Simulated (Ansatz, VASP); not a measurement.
## Two plane-wave programs on Al5N

```
Al N
1.0
     4.72705    0.00588   -0.01916
     0.01557    4.95847    0.01248
     0.14244    0.37474    8.44990
Al N
10 2
Direct
  0.04635 0.82538 0.17948
  0.97467 0.35496 0.70376
  0.97114 0.32559 0.03403
  0.97146 0.83531 0.52421
  0.97554 0.33636 0.37311
  0.90912 0.85072 0.86619
  0.48577 0.45785 0.21458
  0.45027 0.06060 0.67704
  0.48009 0.96713 0.36362
  0.45818 0.47133 0.88220
  0.76323 0.68253 0.33261
  0.51418 0.83224 0.84917
```

Change from the starting cell: the structure that the rattled cell fell into.

Alike in both runs: functional PBE; k mesh 4 × 4 × 2; occupations gaussian, width 0.1 eV; no spin polarisation.

Ansatz relaxed the structure, and its values are those at the end. VASP's run is a single point on that final structure, the one shown.

```csv
,VASP,Ansatz
version,VASP 6.6.1,Ansatz 0.2.0
potentials or method,"VASP PAW PBE potentials, release 64 (Al, N), cutoff 520 eV","scalar-relativistic, plane waves, PAW"
valence electrons in the cell,40,40
```

|  | VASP | Ansatz | Ansatz less VASP |
| --- | --- | --- | --- |
| gap on the k mesh at the Fermi level (eV) | none | none | - |
| pressure (GPa) | -0.1 | 0.0 | +0.06 |
| rms of the force components (eV/Å) | 0.008 | 0.007 | -0.0010 |

A gap of «none» marks a metal or a gap that the smearing closes.

The k mesh is coarse, so the values compare programs but aren't converged.
